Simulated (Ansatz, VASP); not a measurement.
C in VASP and in Ansatz

```
C
1.0
     0.00000    1.77690    1.77690
     1.77690    0.00000    1.77690
     1.77690    1.77690    0.00000
C
2
Direct
  0.00000 0.00000 0.00000
  0.25000 0.25000 0.25000
```

Alike in both runs: functional PBEsol; k mesh 12 × 12 × 12; occupations gaussian, width 0.02 eV; no spin polarisation.

Ansatz relaxed the structure, and its values are those at the end. VASP's run is a single point on that final structure, the one shown.

|  | VASP | Ansatz |
| --- | --- | --- |
| version | VASP 6.6.1 | Ansatz 0.2.0 |
| potentials or method | VASP PAW PBE potentials, release 64 (C_h), cutoff 1300 eV | scalar-relativistic, plane waves, PAW |
| valence electrons in the cell | 8 | 8 |

```tsv
	VASP	Ansatz	Ansatz less VASP
gap on the k mesh at the Fermi level (eV)	4.07	4.07	+0.001
least direct gap on the mesh (eV)	5.57	5.57	-0.004
pressure (GPa)	0.1	0.0	-0.13
```

VASP's potentials were made for PBE, not for PBEsol.
